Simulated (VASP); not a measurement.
Zn, 1 atom in the cell. It takes space group Im-3m (No. 229, cubic). The conventional cell has a = 2.930 Å, b = 2.930 Å, c = 2.930 Å, α = 90.00°, β = 90.00°, γ = 90.00°. Zn (site symmetry m-3m) has 14 Zn at 2.54 to 2.93 Å within 3.3 Å. This isn't the form of Zn at room conditions, which is hcp.

* Program: VASP 6.6.1
* Task: single point
* Functional: PBE
* Potentials or basis: VASP PAW PBE potentials, release 64 (Zn)
* Cutoff: 520 eV
* k mesh: 18 × 18 × 18
* Occupations: fermi-dirac, width 0.08 eV
* Spin: no spin polarisation
* Dipole correction: no
* Further INCAR settings: ALGO = Normal; EDIFF = 1e-07; NBANDS = 12

Potentials or basis: VASP PAW PBE potentials, release 64 (Zn).

Launch:

```console
$ cat potpaw_PBE.64/Zn/POTCAR > POTCAR
$ mpirun -np 1 vasp_std > vasp.out
```

Hardware: 1 thread of Intel(R) Xeon(R) Platinum 8488C (Sapphire Rapids), with other jobs on the host.

Estimate the wall time of this run.

Run time: 22 s on 1 thread of Intel(R) Xeon(R) Platinum 8488C (Sapphire Rapids), with other jobs on the host, peak memory 0.14 GiB. Counts: scf iterations 12, k points 195.
